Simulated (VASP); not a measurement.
The system is SiC (Moissanite 6O SiC).

```
Si C
1.0
     1.53890   -2.66750    0.00000
     1.53890    2.66750    0.00000
     0.00000    0.00000   15.12190
Si C
6 6
Cartesian
  1.5389 1.7750 12.9746
  1.5389 -1.7750 5.4136
  1.5389 -0.0037 7.9254
  1.5389 0.0037 0.3644
  1.5389 -1.7910 10.4529
  1.5389 1.7910 2.8919
  1.5389 0.0213 9.8338
  1.5389 -0.0213 2.2728
  1.5389 1.8139 14.8452
  1.5389 -1.8139 7.2842
  1.5389 -1.7552 12.3516
  1.5389 1.7552 4.7906
```

```yaml
Program: VASP 6.6.1
Task: relaxation of the atoms
Functional: PBE
Potentials_or_basis: VASP PAW PBE potentials, release 64 (Si, C)
Cutoff: 520 eV
k_mesh: 10 × 10 × 2
Occupations: fermi-dirac, width 0.02 eV
Spin: no spin polarisation
```

At the start: pressure 3.3 GPa; volume 10.35 Å³/atom.

Problem. How do energy, volume and symmetry change on relaxing?

Solution. Over 11 steps the energy falls by 5.6 meV/atom; space group P6_3mc (No. 186, to 0.05 Å).

Step by step:
| step | energy change (eV) | largest force (eV/Å) | pressure (GPa) |
| --- | --- | --- | --- |
| 1 | 0.0000 | 0.7263 | 3.31 |
| 2 | -0.0274 | 0.6889 | 3.24 |
| 3 | -0.0644 | 0.1808 | 3.16 |
| 4 | -0.0659 | 0.0979 | 3.16 |
| 5 | -0.0662 | 0.0609 | 3.16 |
| 6 | -0.0668 | 0.0339 | 3.15 |
| 7 | -0.0668 | 0.0376 | 3.15 |
| 8 | -0.0671 | 0.0324 | 3.15 |
| 9 | -0.0673 | 0.0465 | 3.15 |
| 10 | -0.0674 | 0.0335 | 3.15 |
| 11 | -0.0676 | 0.0190 | 3.15 |

Final structure:
```yaml
crystal:
  lattice:
    - [1.53890, -2.66750, 0.00000]
    - [1.53890, 2.66750, 0.00000]
    - [0.00000, 0.00000, 15.12190]
  atoms:
    - { symbol: Si, position: [0.16517, 0.83483, 0.85772] }
    - { symbol: Si, position: [0.83483, 0.16517, 0.35772] }
    - { symbol: Si, position: [0.50100, 0.49900, 0.52450] }
    - { symbol: Si, position: [0.49900, 0.50100, 0.02450] }
    - { symbol: Si, position: [0.83345, 0.16655, 0.69123] }
    - { symbol: Si, position: [0.16655, 0.83345, 0.19123] }
    - { symbol: C, position: [0.50034, 0.49966, 0.64983] }
    - { symbol: C, position: [0.49966, 0.50034, 0.14983] }
    - { symbol: C, position: [0.16569, 0.83431, 0.98267] }
    - { symbol: C, position: [0.83431, 0.16569, 0.48267] }
    - { symbol: C, position: [0.83195, 0.16805, 0.81620] }
    - { symbol: C, position: [0.16805, 0.83195, 0.31620] }
```
